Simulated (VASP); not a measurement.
Runs of VASP 6.6.1 on ZnS. The structure is that of space group P6_3mc (No. 186), or close to it. The cells are those of the table. 

| cell | gap on the mesh (eV) | pressure (GPa) | largest force (eV/Å) |
| --- | --- | --- | --- |
| a = 3.962, b = 3.962, c = 12.590 Å, angles 90.0, 90.0, 120.0°, 8 atoms | 1.78 | -3.4 | 0.13 |
| a = 3.847, b = 3.847, c = 12.779 Å, angles 90.0, 90.0, 120.0°, 8 atoms | 1.96 | -0.8 | 0.07 |
| a = 3.847, b = 3.847, c = 12.213 Å, angles 90.0, 90.0, 120.0°, 8 atoms | 2.17 | 2.6 | 0.24 |
| a = 3.962, b = 3.962, c = 12.968 Å, angles 90.0, 90.0, 120.0°, 8 atoms | 1.67 | -4.9 | (b) |
| a = 3.847, b = 3.847, c = 12.401 Å, angles 90.0, 90.0, 120.0°, 8 atoms | 2.13 | 1.3 | 0.10 |
| a = 3.847, b = 3.847, c = 12.968 Å, angles 90.0, 90.0, 120.0°, 8 atoms | 1.87 | -1.7 | 0.12 |
| a = 3.962, b = 3.962, c = 12.213 Å, angles 90.0, 90.0, 120.0°, 8 atoms | 1.87 | (d) | 0.38 |
| a = 3.789, b = 3.789, c = 12.213 Å, angles 90.0, 90.0, 120.0°, 8 atoms | 2.34 | 5.0 | 0.13 |
| a = 3.789, b = 3.789, c = 12.968 Å, angles 90.0, 90.0, 120.0°, 8 atoms | 1.96 | (c) | 0.22 |
| a = 3.789, b = 3.789, c = 12.590 Å, angles 90.0, 90.0, 120.0°, 8 atoms | 2.16 | 2.5 | (a) |
| a = 3.731, b = 3.731, c = 12.968 Å, angles 90.0, 90.0, 120.0°, 8 atoms | 2.03 | 2.9 | 0.34 |
| a = 3.731, b = 3.731, c = 12.779 Å, angles 90.0, 90.0, 120.0°, 8 atoms | 2.14 | 4.0 | 0.31 |

Alike in all rows: task single point; level PBE; potentials or basis VASP PAW PBE potentials, release 64 (Zn, S); no spin polarisation; k mesh 12 × 12 × 2; cutoff (eV) 520; smearing gaussian 0.05 eV.

Problem. Fill in the values left out.

Solution. (a) 0.11; (b) 0.01; (c) 0.4; (d) -1.3.

A k mesh can miss the band edges.
